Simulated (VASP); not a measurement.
# CdS (Hawleyite) (F-43m) in VASP: further runs

Runs on CdS (Hawleyite). Level: PBE. Tasks: single point.

Everything below comes from runs of VASP 6.6.1. Logs are shortened: lines on timing, memory, paths and dates and some standing lists are left out, and cuts for length are marked.

## (1) The cell of the first run

It takes space group F-43m (No. 216, cubic). The conventional cell has a = 5.833 Å, b = 5.833 Å, c = 5.833 Å, α = 90.00°, β = 90.00°, γ = 90.00°. Within 3.3 Å of Cd (site symmetry -43m) lie 4 S at 2.53 Å. S (site symmetry -43m) has 4 Cd at 2.53 Å within 3.3 Å.

## (2) Single point, PBE

INCAR

```
  PREC = Accurate
  ENCUT = 520
  EDIFF = 1E-7
  ISMEAR = 0
  SIGMA = 0.02
  LREAL = False
  LASPH = True
  NELM = 60
  ALGO = Normal
  ISIF = 2
  LWAVE = False
  LCHARG = True
  GGA = PE
  LELF = True
  LVHAR = True
  NBANDS = 16
```

KPOINTS

```
Automatic mesh
0
Gamma
  8 8 8
```

POSCAR

```
CdS
1.0
    0.0000000000      2.9165000000      2.9165000000
    2.9165000000      0.0000000000      2.9165000000
    2.9165000000      2.9165000000      0.0000000000
Cd S
1 1
Direct
    0.0000000000      0.0000000000      0.0000000000
    0.2500000000      0.2500000000      0.2500000000
```

Potentials or basis: VASP PAW PBE potentials, release 64 (Cd, S).

Started as:

```sh
$ cat potpaw_PBE.64/Cd/POTCAR potpaw_PBE.64/S/POTCAR > POTCAR
$ mpirun -np 1 vasp_std > vasp.out
```

OUTCAR:

```text
PREC = Accurate
   ENCUT = 520
   EDIFF = 1E-7
   ISMEAR = 0
   LREAL = False
   LASPH = True
   NELM = 60
   ISIF = 2
   GGA = PE

 ion  position               nearest neighbor table
   1  0.000  0.000  0.000-   2 2.53   2 2.53   2 2.53   2 2.53
   2  0.250  0.250  0.250-   1 2.53   1 2.53   1 2.53   1 2.53

  LATTYP: Found a face centered cubic cell.
 ALAT       =     5.8330000000

  Lattice vectors:

 A1 = (   0.0000000000,   2.9165000000,   2.9165000000)
 A2 = (   2.9165000000,   0.0000000000,   2.9165000000)
 A3 = (   2.9165000000,   2.9165000000,   0.0000000000)

Analysis of symmetry for initial positions (statically):
=====================================================================
 Subroutine PRICEL returns:
 Original cell was already a primitive cell.

 Routine SETGRP: Setting up the symmetry group for a
 face centered cubic supercell.

 Subroutine GETGRP returns: Found 24 space group operations
 (whereof 24 operations were pure point group operations)
 out of a pool of 48 trial point group operations.

The static configuration has the point symmetry T_d .

Analysis of symmetry for dynamics (positions and initial velocities):
=====================================================================
 Subroutine PRICEL returns:
 Original cell was already a primitive cell.

 Routine SETGRP: Setting up the symmetry group for a
 face centered cubic supercell.

 Subroutine GETGRP returns: Found 24 space group operations
 (whereof 24 operations were pure point group operations)
 out of a pool of 48 trial point group operations.

The dynamic configuration has the point symmetry T_d .

 Subroutine INISYM returns: Found 24 space group operations
 (whereof 24 operations are pure point group operations),
 and found     1 'primitive' translations

----------------------------------------------------------------------------------------

                                     Primitive cell

  volume of cell :      49.6153

  direct lattice vectors                    reciprocal lattice vectors
     0.000000000  2.916500000  2.916500000    -0.171438368  0.171438368  0.171438368
     2.916500000  0.000000000  2.916500000     0.171438368 -0.171438368  0.171438368
     2.916500000  2.916500000  0.000000000     0.171438368  0.171438368 -0.171438368

  length of vectors
     4.124553855  4.124553855  4.124553855     0.296939964  0.296939964  0.296939964

  position of ions in fractional coordinates (direct lattice)
     0.000000000  0.000000000  0.000000000
     0.250000000  0.250000000  0.250000000

  ion indices of the primitive-cell ions
   primitive index   ion index
                 1           1
                 2           2

----------------------------------------------------------------------------------------

 KPOINTS: Automatic mesh

Automatic generation of k-mesh.
 Grid dimensions read from file:
 generate k-points for:    8    8    8

 Generating k-lattice:

  Cartesian coordinates                     Fractional coordinates (reciprocal lattice)
    -0.021429796  0.021429796  0.021429796     0.125000000  0.000000000  0.000000000
     0.021429796 -0.021429796  0.021429796     0.000000000  0.125000000  0.000000000
     0.021429796  0.021429796 -0.021429796     0.000000000  0.000000000  0.125000000

  Length of vectors
     0.037117495  0.037117495  0.037117495

  Shift w.r.t. Gamma in fractional coordinates (k-lattice)
     0.000000000  0.000000000  0.000000000

 Subroutine IBZKPT returns following result:
 ===========================================

 Found     29 irreducible k-points:

 Following reciprocal coordinates:
            Coordinates               Weight
  0.000000  0.000000  0.000000      1.000000
  0.125000  0.000000  0.000000      8.000000
  0.250000  0.000000  0.000000      8.000000
  0.375000  0.000000  0.000000      8.000000
  0.500000  0.000000  0.000000      4.000000
  0.125000  0.125000  0.000000      6.000000
[... 16 lines left out ...]
  0.500000  0.250000  0.125000     48.000000
 -0.375000  0.250000  0.125000     24.000000
 [... further k-points ...]
   k-points           NKPTS =     29   k-points in BZ     NKDIM =     29   number of bands    NBANDS=     16
   number of dos      NEDOS =    301   number of ions     NIONS =      2
   total plane-waves  NPLWV =  32768
   dimension x,y,z NGX =    32 NGY =   32 NGZ =   32
   dimension x,y,z NGXF=    64 NGYF=   64 NGZF=   64
   ions per type =               1   1
   NGX,Y,Z   is equivalent  to a cutoff of  12.90, 12.90, 12.90 a.u.
   NGXF,Y,Z  is equivalent  to a cutoff of  25.80, 25.80, 25.80 a.u.
 SYSTEM =  unknown system
   PREC   = accura    normal or accurate (medium, high low for compatibility)
   ISTART =      0    job   : 0-new  1-cont  2-samecut
   ICHARG =      2    charge: 1-file 2-atom 10-const
   ISPIN  =      1    spin polarized calculation?
   LNONCOLLINEAR =      F non collinear calculations
   LSORBIT =      F    spin-orbit coupling
   LASPH  =      T    aspherical Exc in radial PAW
   ENCUT  =  520.0 eV  38.22 Ry    6.18 a.u.   7.67  7.67  7.67*2*pi/ulx,y,z
   NELM   =     60;   NELMIN=  2; NELMDL= -5     # of ELM steps
   EDIFF  = 0.1E-06   stopping-criterion for ELM
   LREAL  =      F    real-space projection
   EDIFFG = 0.1E-05   stopping-criterion for IOM
   NSW    =      0    number of steps for IOM
   IBRION =     -1    ionic relax: 0-MD 1-quasi-New 2-CG
   NFREE  =      0    steps in history (QN), initial steepest desc. (CG)
   ISIF   =      2    stress and relaxation
   ISYM   =      2    0-nonsym 1-usesym 2-fastsym
   POTIM  = 0.5000    time-step for ionic-motion
   TEBEG  =    0.0;   TEEND  =   0.0 temperature during run
   PSTRESS=    0.0 pullay stress
   NELECT =      18.0000    total number of electrons
   NUPDOWN=      -1.0000    fix difference up-down
   EMIN   =  10.00;   EMAX   =-10.00  energy-range for DOS
   EFERMI =   0.00;   METHOD = LEGACY
   ISMEAR =     0;   SIGMA  =   0.02  broadening in eV -4-tet -1-fermi 0-gaus
   EFERMI_NEDOS =   21; number of points for ismear=-14 and -15
   IALGO  =     38    algorithm
   IMIX   =      4    mixing-type and parameters
     AMIX     =   0.40;   BMIX     =  1.00
     AMIX_MAG =   1.60;   BMIX_MAG =  1.00
  volume/ion in A,a.u.               =      24.81       167.41
  Fermi-wavevector in a.u.,A,eV,Ry     =   1.167599  2.206442 18.548649  1.363287
  Thomas-Fermi vector in A             =   2.304097
   LORBIT       =      0    0 simple, 1 ext, 2 COOP (PROOUT), +10 PAW based schemes
   GGA     = PE    functional components
   LHFCALC =     F    Hartree Fock is set to
   AEXX    =    0.0000 exact exchange contribution
   IVDW    =     0    specifies the selected vdW correction
   LEPSILON=     F    determine dielectric tensor
   LRPA    =     F    only Hartree local field effects (RPA)
 non-spin polarized calculation
 Gauss-broadening in eV      SIGMA  =   0.02
  energy-cutoff  :      520.00
  volume of cell :       49.62
 maximum number of plane-waves:      1363
   NGX = 15   NGY = 15   NGZ = 15

 number of electron      18.0000004 magnetization

 Free energy of the ion-electron system (eV)
  ---------------------------------------------------
  ext. energy  EPLUGINS =         0.00000000
  ---------------------------------------------------
  free energy    TOTEN  =        -6.12127789 eV

  energy without entropy =       -6.12127789  energy(sigma->0) =       -6.12127789

 E-fermi :   1.4239     XC(G=0):  -9.1497

 val. band max:        1.3143372769   @ k =   0.0000   0.0000   0.0000
 cond. band min:       2.4641069082   @ k =   0.0000   0.0000   0.0000
 fundamental gap:      1.1497696313
 Fermi energy:         1.4239036121

 k-point     1 :       0.0000    0.0000    0.0000
  band No.  band energies     occupation
      1     -11.0554      2.00000
      2      -6.4137      2.00000
      3      -6.4137      2.00000
      4      -6.4137      2.00000
      5      -5.9338      2.00000
      6      -5.9338      2.00000
[... 8 lines left out ...]
     15      12.7950      0.00000
     16      12.7950      0.00000

 k-point     2 :       0.1250    0.0000    0.0000
  band No.  band energies     occupation
      1     -10.9933      2.00000
      2      -6.3912      2.00000
      3      -6.3912      2.00000
      4      -6.3600      2.00000
      5      -5.9349      2.00000
      6      -5.9349      2.00000
[... 8 lines left out ...]
     15      12.1973      0.00000
     16      13.3259      0.00000

 k-point     3 :       0.2500    0.0000    0.0000
  band No.  band energies     occupation
      1     -10.8426      2.00000
      2      -6.3424      2.00000
      3      -6.3424      2.00000
      4      -6.1672      2.00000
      5      -5.9295      2.00000
      6      -5.9295      2.00000
[... 8 lines left out ...]
     15      11.9619      0.00000
     16      12.6506      0.00000

 k-point     4 :       0.3750    0.0000    0.0000
  band No.  band energies     occupation
      1     -10.6920      2.00000
      2      -6.3048      2.00000
      3      -6.3048      2.00000
      4      -5.9095      2.00000
      5      -5.9094      2.00000
      6      -5.8119      2.00000
[... 8 lines left out ...]
     15      12.8190      0.00000
     16      12.8190      0.00000
[... 324 lines left out ...]
 k-point    22 :       0.3750    0.2500    0.1250
  band No.  band energies     occupation
      1     -10.7320      2.00000
      2      -6.2904      2.00000
      3      -6.2640      2.00000
      4      -6.1005      2.00000
      5      -5.9265      2.00000
      6      -5.8732      2.00000
[... 8 lines left out ...]
     15      13.3246      0.00000
     16      15.2046      0.00000

 k-point    23 :       0.5000    0.2500    0.1250
  band No.  band energies     occupation
      1     -10.6136      2.00000
      2      -6.2545      2.00000
      3      -6.2285      2.00000
      4      -6.0000      2.00000
      5      -5.9002      2.00000
      6      -5.6424      2.00000
[... 8 lines left out ...]
     15      14.1446      0.00000
     16      14.4106      0.00000

 k-point    24 :      -0.3750    0.2500    0.1250
  band No.  band energies     occupation
      1     -10.5653      2.00000
      2      -6.2497      2.00000
      3      -6.2116      2.00000
      4      -5.9596      2.00000
      5      -5.9070      2.00000
      6      -5.4397      2.00000
[... 8 lines left out ...]
     15      13.6170      0.00000
     16      14.4857      0.00000

 [... further k-points ...]
[... 5 lines left out ...]
  --------------------------------------------------------------------------------------
  -------------------------------------------------------------------------------------
  Total        0.9935931      0.9935931      0.9935931     -0.0000000      0.0000000      0.0000000
  in kB       32.0850864     32.0850864     32.0850864     -0.0000000      0.0000000      0.0000000
  external PRESSURE =      32.0850864 kB  Pullay stress =       0.0000000 kB

 VOLUME and BASIS-vectors are now :
 -----------------------------------------------------------------------------
  energy-cutoff  :      520.00
  volume of cell :       49.62
      direct lattice vectors                 reciprocal lattice vectors
     0.000000000  2.916500000  2.916500000    -0.171438368  0.171438368  0.171438368
     2.916500000  0.000000000  2.916500000     0.171438368 -0.171438368  0.171438368
     2.916500000  2.916500000  0.000000000     0.171438368  0.171438368 -0.171438368

 POSITION                                       TOTAL-FORCE (eV/Angst)
 -----------------------------------------------------------------------------------
      0.00000      0.00000      0.00000         0.000000      0.000000     -0.000000
      1.45825      1.45825      1.45825        -0.000000     -0.000000      0.000000
 -----------------------------------------------------------------------------------
    total drift:                               -0.000000     -0.000000     -0.000000

  FREE ENERGIE OF THE ION-ELECTRON SYSTEM (eV)
  ---------------------------------------------------
  free  energy   TOTEN  =        -6.1212778901 eV

  energy  without entropy=       -6.1212778901  energy(sigma->0) =       -6.12127789
```

Wall time 23 s (1 thread of Intel Xeon Platinum 8259CL at 2.50GHz (Skylake/Cascade Lake), shared host); peak memory 0.18 GiB.

Results:

| Property | Result |
| --- | --- |
| Free energy | -6.1213 eV |
| Pressure | 3.2 GPa |
| Band gap on the k mesh | 1.15 eV, direct |

(Continued in part 2 of 2.)
